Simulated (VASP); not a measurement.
Write the native input for VASP 6.6.1 that does the following.

| Quantity | Value |
| --- | --- |
| Task | single point |
| Functional | PBE |
| Potentials or basis | VASP PAW PBE potentials, release 64 (Ca_sv, S) |
| Cutoff | 500 eV |
| k mesh | 4 × 4 × 4 |
| Occupations | gaussian, width 0.15 eV |
| Spin | no spin polarisation |
| Dipole correction | no |
| Further INCAR settings | ALGO = Normal; EDIFF = 1e-06; NBANDS = 15 |

The structure of CaS lies in POSCAR:

```
CaS
1.0
    0.0000000000      2.8666993600      2.8666993600
    2.8666993600      0.0000000000      2.8666993600
    2.8666993600      2.8666993600      0.0000000000
Ca S
1 1
Direct
    0.5000000000      0.5000000000      0.5000000000
    0.0000000000      0.0000000000      0.0000000000
```

One way to write it, as run:

INCAR

```
PREC     = Accurate       # precision mode
ENCUT    = 500            # plane-wave cutoff, eV
EDIFF    = 1E-6           # SCF threshold, eV
ISMEAR   = 0              # smearing method
SIGMA    = 0.15           # smearing width, eV
LREAL    = False          # projectors in reciprocal space
LASPH    = True           # aspherical terms in the spheres
NELM     = 120            # most SCF steps
ALGO     = Normal         # electronic algorithm
ISIF     = 2              # what is computed and relaxed
LWAVE    = False          # write WAVECAR
LCHARG   = False          # write CHGCAR
GGA      = PE             # functional
NBANDS   = 15             # bands
GGA_COMPAT= False
```

KPOINTS

```
regular mesh
0
Gamma
  4 4 4
```

Potentials or basis: VASP PAW PBE potentials, release 64 (Ca_sv, S).

Launch:

```bash
$ cat potpaw_PBE.64/Ca_sv/POTCAR potpaw_PBE.64/S/POTCAR > POTCAR
$ mpirun -np 1 vasp_std > vasp.out
```

It gave:

```yaml
Pressure: -0.4 GPa
Band_gap_on_the_k_mesh: 2.39 eV, indirect (least direct gap 3.19 eV)
```

Caveat: the k points lie up to 0.47 Å⁻¹ apart.

It took 7.3 s on 1 thread of AMD EPYC 7R43 64-Core Processor (Zen 3), with other jobs on the host, peak memory 0.13 GiB.
